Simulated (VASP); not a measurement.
# SnTe (P6_3/mmc) in VASP: a series of runs

SnTe is run at these levels: PBE; tasks: single point.

Program: VASP 6.6.1. These are calculated values, not measurements. Logs are shortened: lines on timing, memory, paths and dates and some standing lists are left out, and cuts for length are marked.

**1. The cell of the first run**

Symmetry: P6_3/mmc, No. 194, hexagonal system. Conventional cell: a = 4.457 Å, b = 4.457 Å, c = 5.344 Å, α = 90.00°, β = 90.00°, γ = 120.00°. Sn (site symmetry -6m2) has 5 Te at 2.57 to 2.67 Å within 3.4 Å. Within 3.4 Å of Te (site symmetry -6m2) lie 5 Sn at 2.57 to 2.67 Å.

**2. Single point, PBE**

Contents of INCAR:

```
SYSTEM = SnTe
ALGO = Normal
EDIFF = 1E-6
ENCUT = 520
GGA = PE
ISIF = 2
ISMEAR = -1
LASPH = .TRUE.
LCHARG = .FALSE.
LREAL = .FALSE.
LWAVE = .FALSE.
NBANDS = 28
NELM = 100
PREC = Accurate
SIGMA = 0.05
```

Contents of KPOINTS:

```
k-points
0
G
  9 9 5
  0 0 0
```

Contents of POSCAR:

```
SnTe
1.0
    4.4570484574      0.0000000000      0.0000000000
   -2.2285242287      3.8599171900      0.0000000000
    0.0000000000      0.0000000000      5.3443244474
Sn Te
2 2
Direct
    0.3333333333      0.6666666667     -0.0620037483
    0.6666666667      0.3333333333      0.4379962517
    0.3333333333      0.6666666667      0.4380037483
    0.6666666667      0.3333333333      0.9380037483
```

Potentials or basis: VASP PAW PBE potentials, release 64 (Sn_d, Te).

On the command line:

```sh
$ cat potpaw_PBE.64/Sn_d/POTCAR potpaw_PBE.64/Te/POTCAR > POTCAR
$ mpirun -np 1 vasp_std > vasp.out
```

OUTCAR:

```text
SYSTEM = SnTe
   EDIFF = 1E-6
   ENCUT = 520
   GGA = PE
   ISIF = 2
   ISMEAR = -1
   LASPH = .TRUE.
   LREAL = .FALSE.
   NELM = 100
   PREC = Accurate

 ion  position               nearest neighbor table
   1  0.333  0.667  0.938-   4 2.57   4 2.57   4 2.57   3 2.67   3 2.67   2 3.71   2 3.71   2 3.71
                             2 3.71   2 3.71   2 3.71
   2  0.667  0.333  0.438-   3 2.57   3 2.57   3 2.57   4 2.67   4 2.67   1 3.71   1 3.71   1 3.71
                             1 3.71   1 3.71   1 3.71
   3  0.333  0.667  0.438-   2 2.57   2 2.57   2 2.57   1 2.67   1 2.67
   4  0.667  0.333  0.938-   1 2.57   1 2.57   1 2.57   2 2.67   2 2.67

  LATTYP: Found a hexagonal cell.
 ALAT       =     4.4570484574
 C/A-ratio  =     1.1990725473

  Lattice vectors:

 A1 = (   4.4570484574,   0.0000000000,   0.0000000000)
 A2 = (  -2.2285242287,   3.8599171900,   0.0000000000)
 A3 = (   0.0000000000,   0.0000000000,   5.3443244474)

Analysis of symmetry for initial positions (statically):
=====================================================================
 Subroutine PRICEL returns:
 Original cell was already a primitive cell.

 Routine SETGRP: Setting up the symmetry group for a
 hexagonal supercell.

 Subroutine GETGRP returns: Found 12 space group operations
 (whereof  6 operations were pure point group operations)
 out of a pool of 24 trial point group operations.

The static configuration has the point symmetry C_3v.
 The point group associated with its full space group is C_6v.

Analysis of symmetry for dynamics (positions and initial velocities):
=====================================================================
 Subroutine PRICEL returns:
 Original cell was already a primitive cell.

 Routine SETGRP: Setting up the symmetry group for a
 hexagonal supercell.

 Subroutine GETGRP returns: Found 12 space group operations
 (whereof  6 operations were pure point group operations)
 out of a pool of 24 trial point group operations.

The dynamic configuration has the point symmetry C_3v.
 The point group associated with its full space group is C_6v.

 Subroutine INISYM returns: Found 12 space group operations
 (whereof  6 operations are pure point group operations),
 and found     1 'primitive' translations

----------------------------------------------------------------------------------------

                                     Primitive cell

  volume of cell :      91.9429

  direct lattice vectors                    reciprocal lattice vectors
     4.457048457  0.000000000  0.000000000     0.224363726  0.129536458  0.000000000
    -2.228524229  3.859917190  0.000000000     0.000000000  0.259072915  0.000000000
     0.000000000  0.000000000  5.344324447     0.000000000  0.000000000  0.187114388
[... 80 lines left out ...]
   ISTART =      0    job   : 0-new  1-cont  2-samecut
   ICHARG =      2    charge: 1-file 2-atom 10-const
   ISPIN  =      1    spin polarized calculation?
   LNONCOLLINEAR =      F non collinear calculations
   LSORBIT =      F    spin-orbit coupling
   LASPH  =      T    aspherical Exc in radial PAW
   ENCUT  =  520.0 eV  38.22 Ry    6.18 a.u.   8.29  8.29  9.94*2*pi/ulx,y,z
   NELM   =    100;   NELMIN=  2; NELMDL= -5     # of ELM steps
   EDIFF  = 0.1E-05   stopping-criterion for ELM
   LREAL  =      F    real-space projection
[... 7 lines left out ...]
   TEBEG  =    0.0;   TEEND  =   0.0 temperature during run
   PSTRESS=    0.0 pullay stress
   NELECT =      40.0000    total number of electrons
   NUPDOWN=      -1.0000    fix difference up-down
   EMIN   =  10.00;   EMAX   =-10.00  energy-range for DOS
   EFERMI =   0.00;   METHOD = LEGACY
   ISMEAR =    -1;   SIGMA  =   0.05  broadening in eV -4-tet -1-fermi 0-gaus
   EFERMI_NEDOS =   21; number of points for ismear=-14 and -15
   IALGO  =     38    algorithm
   IMIX   =      4    mixing-type and parameters
     AMIX     =   0.40;   BMIX     =  1.00
     AMIX_MAG =   1.60;   BMIX_MAG =  1.00
  volume/ion in A,a.u.               =      22.99       155.12
  Fermi-wavevector in a.u.,A,eV,Ry     =   1.240477  2.344162 20.936422  1.538784
  Thomas-Fermi vector in A             =   2.374916
   LORBIT       =      0    0 simple, 1 ext, 2 COOP (PROOUT), +10 PAW based schemes
   GGA     = PE    functional components
   LHFCALC =     F    Hartree Fock is set to
   AEXX    =    0.0000 exact exchange contribution
   IVDW    =     0    specifies the selected vdW correction
   LEPSILON=     F    determine dielectric tensor
   LRPA    =     F    only Hartree local field effects (RPA)
 non-spin polarized calculation
  energy-cutoff  :      520.00
  volume of cell :       91.94
 maximum number of plane-waves:      2492
 NGX is ok and might be reduce to    36
   NGX = 17   NGY = 17   NGZ = 19

 number of electron      40.0000020 magnetization

 Free energy of the ion-electron system (eV)
  ---------------------------------------------------
  ext. energy  EPLUGINS =         0.00000000
  ---------------------------------------------------
  free energy    TOTEN  =        -6.87363089 eV

  energy without entropy =       -6.85594871  energy(sigma->0) =       -6.86478980

 E-fermi :  11.7139     XC(G=0): -10.7498

 val. band max:       11.6987613266   @ k =   0.2222   0.0000   0.4000
 cond. band min:      11.7880398055   @ k =   0.1111   0.1111   0.2000
 fundamental gap:      0.0892784789
 Fermi energy:        11.7138690714

 k-point     1 :       0.0000    0.0000    0.0000
  band No.  band energies     occupation
      1     -11.3369      2.00000
      2     -11.1675      2.00000
      3     -11.1675      2.00000
      4     -11.1649      2.00000
      5     -11.1649      2.00000
      6     -11.1511      2.00000
[... 733 lines left out ...]
     27      16.9267      0.00000
     28      18.6575      0.00000

 [... further k-points ...]
[... 5 lines left out ...]
  --------------------------------------------------------------------------------------
  -------------------------------------------------------------------------------------
  Total       31.7777613     31.7777613     31.8329184      0.0000000      0.0000000      0.0000000
  in kB      553.7525276    553.7525276    554.7136836      0.0000000      0.0000000      0.0000000
  external PRESSURE =     554.0729129 kB  Pullay stress =       0.0000000 kB

 VOLUME and BASIS-vectors are now :
 -----------------------------------------------------------------------------
  energy-cutoff  :      520.00
  volume of cell :       91.94
      direct lattice vectors                 reciprocal lattice vectors
     4.457048457  0.000000000  0.000000000     0.224363726  0.129536458  0.000000000
    -2.228524229  3.859917190  0.000000000     0.000000000  0.259072915  0.000000000
     0.000000000  0.000000000  5.344324447     0.000000000  0.000000000  0.187114388

 POSITION                                       TOTAL-FORCE (eV/Angst)
 -----------------------------------------------------------------------------------
     -0.00000      2.57328      5.01296         0.000000      0.000000      0.000338
      2.22852      1.28664      2.34079         0.000000     -0.000000      0.000338
     -0.00000      2.57328      2.34083         0.000000     -0.000000     -0.000338
      2.22852      1.28664      5.01300        -0.000000      0.000000     -0.000338
 -----------------------------------------------------------------------------------
    total drift:                               -0.000000      0.000000     -0.000231

  FREE ENERGIE OF THE ION-ELECTRON SYSTEM (eV)
  ---------------------------------------------------
  free  energy   TOTEN  =        -6.8736308902 eV

  energy  without entropy=       -6.8559487145  energy(sigma->0) =       -6.86478980
```

OSZICAR:

```text
N       E                     dE             d eps       ncg     rms          rms(c)
DAV:   1     0.378554335255E+03    0.37855E+03   -0.19403E+04  2052   0.195E+03
DAV:   2     0.416240619048E+02   -0.33693E+03   -0.32787E+03  2040   0.488E+02
DAV:   3    -0.496970390172E+01   -0.46594E+02   -0.45730E+02  2428   0.155E+02
DAV:   4    -0.699565815725E+01   -0.20260E+01   -0.19993E+01  2428   0.335E+01
DAV:   5    -0.706107365108E+01   -0.65415E-01   -0.65390E-01  2836   0.615E+00    0.198E+01
DAV:   6    -0.693319398147E+01    0.12788E+00   -0.64884E-02  2592   0.146E+00    0.119E+01
DAV:   7    -0.687443476609E+01    0.58759E-01   -0.91270E-02  2624   0.164E+00    0.440E-01
DAV:   8    -0.687359289565E+01    0.84187E-03   -0.90151E-03  2268   0.611E-01    0.175E-01
DAV:   9    -0.687364494933E+01   -0.52054E-04   -0.45481E-04  2736   0.130E-01    0.708E-02
DAV:  10    -0.687363840767E+01    0.65417E-05   -0.43967E-05  2768   0.353E-02    0.360E-02
DAV:  11    -0.687363170942E+01    0.66982E-05   -0.10070E-05  1940   0.183E-02    0.149E-02
DAV:  12    -0.687363089025E+01    0.81917E-06   -0.94219E-07  1492   0.588E-03
   1 F= -.68736309E+01 E0= -.68647898E+01  d E =-.176822E-01
```

stdout:

```text
POSCAR found type information on POSCAR SnTe
 POSCAR found :  2 types and       4 ions
 scaLAPACK will be used
 LDA part: xc-table for (Slater+PW92), standard interpolation
 POSCAR, INCAR and KPOINTS ok, starting setup
 FFT: planning ... GRIDC
 FFT: planning ... GRID_SOFT
 FFT: planning ... GRID
 WAVECAR not read
 entering main loop
```

Run time: 2 min. Hardware: 1 thread of Intel Xeon 8259CL, shared host; peak memory 0.26 GiB.

Results:

| Property | Result |
| --- | --- |
| Free energy | -6.8736 eV |
| Pressure | 55.4 GPa |
| Band gap on the k mesh | zero (bands 20 and 21 overlap by 1.50 eV) |

Caveat: the cell stands under pressure; spin-orbit coupling is left out, which moves the levels of the heavy elements.

**3. Single point, PBE**

This run uses another cell than the first one, of 26.75 Å³/atom.

Contents of INCAR:

```
  PREC = Accurate
  ENCUT = 520
  EDIFF = 1E-6
  ISMEAR = -1
  SIGMA = 0.05
  LREAL = F
  LASPH = T
  NELM = 80
  ALGO = Normal
  ISIF = 2
  LWAVE = F
  LCHARG = F
  GGA = PE
  NBANDS = 28
```

Contents of KPOINTS:

```
regular mesh
0
Gamma
  9 9 5
```

Contents of POSCAR:

```
SnTe
1.0
    4.6870744027      0.0000000000      0.0000000000
   -2.3435372013      4.0591255021      0.0000000000
    0.0000000000      0.0000000000      5.6234277115
Sn Te
2 2
Direct
    0.3333333333      0.6666666667     -0.0619956064
    0.6666666667      0.3333333333      0.4380043936
    0.3333333333      0.6666666667      0.4379956064
    0.6666666667      0.3333333333      0.9379956064
```

Potentials or basis: VASP PAW PBE potentials, release 64 (Sn_d, Te).

On the command line:

```sh
$ cat potpaw_PBE.64/Sn_d/POTCAR potpaw_PBE.64/Te/POTCAR > POTCAR
$ mpirun -np 1 vasp_std > vasp.out
```

OUTCAR:

```text
PREC = Accurate
   ENCUT = 520
   EDIFF = 1E-6
   ISMEAR = -1
   LREAL = F
   LASPH = T
   NELM = 80
   ISIF = 2
   GGA = PE

 ion  position               nearest neighbor table
   1  0.333  0.667  0.938-   4 2.71   4 2.71   4 2.71   3 2.81   3 2.81
   2  0.667  0.333  0.438-   3 2.71   3 2.71   3 2.71   4 2.81   4 2.81
   3  0.333  0.667  0.438-   2 2.71   2 2.71   2 2.71   1 2.81   1 2.81
   4  0.667  0.333  0.938-   1 2.71   1 2.71   1 2.71   2 2.81   2 2.81

  LATTYP: Found a hexagonal cell.
 ALAT       =     4.6870744027
 C/A-ratio  =     1.1997735108

  Lattice vectors:

 A1 = (   4.6870744027,   0.0000000000,   0.0000000000)
 A2 = (  -2.3435372013,   4.0591255021,   0.0000000000)
 A3 = (   0.0000000000,   0.0000000000,   5.6234277115)

Analysis of symmetry for initial positions (statically):
=====================================================================
 Subroutine PRICEL returns:
 Original cell was already a primitive cell.

 Routine SETGRP: Setting up the symmetry group for a
 hexagonal supercell.

 Subroutine GETGRP returns: Found 12 space group operations
 (whereof  6 operations were pure point group operations)
 out of a pool of 24 trial point group operations.

The static configuration has the point symmetry C_3v.
 The point group associated with its full space group is C_6v.

Analysis of symmetry for dynamics (positions and initial velocities):
=====================================================================
 Subroutine PRICEL returns:
 Original cell was already a primitive cell.

 Routine SETGRP: Setting up the symmetry group for a
 hexagonal supercell.

 Subroutine GETGRP returns: Found 12 space group operations
 (whereof  6 operations were pure point group operations)
 out of a pool of 24 trial point group operations.

The dynamic configuration has the point symmetry C_3v.
 The point group associated with its full space group is C_6v.

[... 113 lines left out ...]
   NELECT =      40.0000    total number of electrons
   NUPDOWN=      -1.0000    fix difference up-down
   EMIN   =  10.00;   EMAX   =-10.00  energy-range for DOS
   EFERMI =   0.00;   METHOD = LEGACY
   ISMEAR =    -1;   SIGMA  =   0.05  broadening in eV -4-tet -1-fermi 0-gaus
   EFERMI_NEDOS =   21; number of points for ismear=-14 and -15
   IALGO  =     38    algorithm
   IMIX   =      4    mixing-type and parameters
     AMIX     =   0.40;   BMIX     =  1.00
     AMIX_MAG =   1.60;   BMIX_MAG =  1.00
  volume/ion in A,a.u.               =      26.75       180.50
  Fermi-wavevector in a.u.,A,eV,Ry     =   1.179369  2.228684 18.924494  1.390911
  Thomas-Fermi vector in A             =   2.315681
   LORBIT       =      0    0 simple, 1 ext, 2 COOP (PROOUT), +10 PAW based schemes
   GGA     = PE    functional components
   LHFCALC =     F    Hartree Fock is set to
   AEXX    =    0.0000 exact exchange contribution
   IVDW    =     0    specifies the selected vdW correction
   LEPSILON=     F    determine dielectric tensor
   LRPA    =     F    only Hartree local field effects (RPA)
 non-spin polarized calculation
  energy-cutoff  :      520.00
  volume of cell :      106.99
 maximum number of plane-waves:      2907
 NGX is ok and might be reduce to    36
   NGX = 17   NGY = 17   NGZ = 21

 number of electron      40.0000017 magnetization

 Free energy of the ion-electron system (eV)
  ---------------------------------------------------
  ext. energy  EPLUGINS =         0.00000000
  ---------------------------------------------------
  free energy    TOTEN  =       -10.75342751 eV

  energy without entropy =      -10.73319224  energy(sigma->0) =      -10.74330988

 E-fermi :   9.3401     XC(G=0):  -9.9929

 val. band max:        9.3240316567   @ k =   0.1111  -0.0000   0.4000
 cond. band min:       9.3734655244   @ k =   0.0000   0.0000   0.4000
 fundamental gap:      0.0494338677
 Fermi energy:         9.3401321475

 k-point     1 :       0.0000    0.0000    0.0000
  band No.  band energies     occupation
      1     -13.0756      2.00000
      2     -12.9882      2.00000
      3     -12.9882      2.00000
      4     -12.9867      2.00000
      5     -12.9867      2.00000
      6     -12.9797      2.00000
[... 733 lines left out ...]
     27      14.6517      0.00000
     28      15.5848      0.00000

 [... further k-points ...]
[... 5 lines left out ...]
  --------------------------------------------------------------------------------------
  -------------------------------------------------------------------------------------
  Total       19.9189845     19.9189845     19.9352278      0.0000000      0.0000000     -0.0000000
  in kB      298.2924996    298.2924996    298.5357475      0.0000000      0.0000000     -0.0000000
  external PRESSURE =     298.3735822 kB  Pullay stress =       0.0000000 kB

 VOLUME and BASIS-vectors are now :
 -----------------------------------------------------------------------------
  energy-cutoff  :      520.00
  volume of cell :      106.99
      direct lattice vectors                 reciprocal lattice vectors
     4.687074403  0.000000000  0.000000000     0.213352704  0.123179241  0.000000000
    -2.343537201  4.059125502  0.000000000     0.000000000  0.246358483  0.000000000
     0.000000000  0.000000000  5.623427711     0.000000000  0.000000000  0.177827484

 POSITION                                       TOTAL-FORCE (eV/Angst)
 -----------------------------------------------------------------------------------
     -0.00000      2.70608      5.27480         0.000000      0.000000      0.000117
      2.34354      1.35304      2.46309        -0.000000     -0.000000      0.000117
     -0.00000      2.70608      2.46304        -0.000000     -0.000000     -0.000117
      2.34354      1.35304      5.27475         0.000000     -0.000000     -0.000117
 -----------------------------------------------------------------------------------
    total drift:                                0.000000      0.000001      0.001725

  FREE ENERGIE OF THE ION-ELECTRON SYSTEM (eV)
  ---------------------------------------------------
  free  energy   TOTEN  =       -10.7534275059 eV

  energy  without entropy=      -10.7331922441  energy(sigma->0) =      -10.74330988
```

OSZICAR:

```text
N       E                     dE             d eps       ncg     rms          rms(c)
DAV:   1     0.365579671648E+03    0.36558E+03   -0.19141E+04  2040   0.182E+03
DAV:   2     0.367339585832E+02   -0.32885E+03   -0.32049E+03  2052   0.472E+02
DAV:   3    -0.871280249248E+01   -0.45447E+02   -0.44525E+02  2392   0.152E+02
DAV:   4    -0.108020465920E+02   -0.20892E+01   -0.20733E+01  2396   0.335E+01
DAV:   5    -0.108696876232E+02   -0.67641E-01   -0.67624E-01  2864   0.627E+00    0.162E+01
DAV:   6    -0.107852292739E+02    0.84458E-01   -0.70484E-02  2548   0.150E+00    0.995E+00
DAV:   7    -0.107544148494E+02    0.30814E-01   -0.88832E-02  2500   0.137E+00    0.470E-01
DAV:   8    -0.107532440022E+02    0.11708E-02   -0.84314E-03  2264   0.597E-01    0.274E-01
DAV:   9    -0.107534565396E+02   -0.21254E-03   -0.10816E-03  2548   0.140E-01    0.146E-01
DAV:  10    -0.107534219290E+02    0.34611E-04   -0.10011E-04  2292   0.529E-02    0.501E-02
DAV:  11    -0.107534272396E+02   -0.53106E-05   -0.41228E-05  1912   0.248E-02    0.798E-02
DAV:  12    -0.107534275059E+02   -0.26637E-06   -0.28776E-06  2172   0.972E-03
   1 F= -.10753428E+02 E0= -.10743310E+02  d E =-.202353E-01
```

stdout:

```text
POSCAR found type information on POSCAR SnTe
 POSCAR found :  2 types and       4 ions
 scaLAPACK will be used
 LDA part: xc-table for (Slater+PW92), standard interpolation
 POSCAR, INCAR and KPOINTS ok, starting setup
 FFT: planning ... GRIDC
 FFT: planning ... GRID_SOFT
 FFT: planning ... GRID
 WAVECAR not read
 entering main loop
```

Run time: 2.1 min. Hardware: 1 thread of Intel Xeon 8259CL, shared host; peak memory 0.28 GiB.

Results:

- Free energy: -10.7534 eV
- Pressure: 29.8 GPa
- Band gap on the k mesh: zero (bands 20 and 21 overlap by 0.77 eV)

Caveat: the cell stands under pressure; semilocal functionals underestimate gaps, and a narrow one can read as zero; spin-orbit coupling is left out, which moves the levels of the heavy elements.

The gap in the log of VASP goes by the Fermi energy; the results here count the filled bands.